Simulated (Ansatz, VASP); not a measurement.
## PtSe2 in VASP and in Ansatz

```
Pt Se
1.0
     3.72400    0.00000    0.00000
    -1.86200    3.22508    0.00000
     0.00000    0.00000    5.06200
Pt Se
1 2
Direct
  0.00000 0.00000 0.00000
  0.33333 0.66667 0.25000
  0.66667 0.33333 0.75000
```

Alike in both runs: task relaxation of cell and atoms; functional PBE; dispersion D3(BJ); k mesh 6 × 6 × 4; no spin polarisation.

|  | VASP | Ansatz |
| --- | --- | --- |
| version | VASP 6.6.1 | Ansatz 0.2.0 |
| potentials or method | VASP PAW PBE potentials, release 64 (Pt, Se), cutoff 600 eV | plane waves, PAW |
| occupations | fermi-dirac, width 0.1 eV | fermi-dirac |
| valence electrons in the cell | 22 | 50 |

```tsv
	VASP	Ansatz	Ansatz less VASP
relaxed volume (Å³/atom)	19.81	19.87	+0.051
relaxed cell length with the largest relative difference (Å)	4.836	4.846	+0.0095
```

VASP's potentials hold 22 valence electrons a cell and Ansatz's 50, so a difference there can come from the potentials and not from the codes.

Spin-orbit coupling is off throughout.
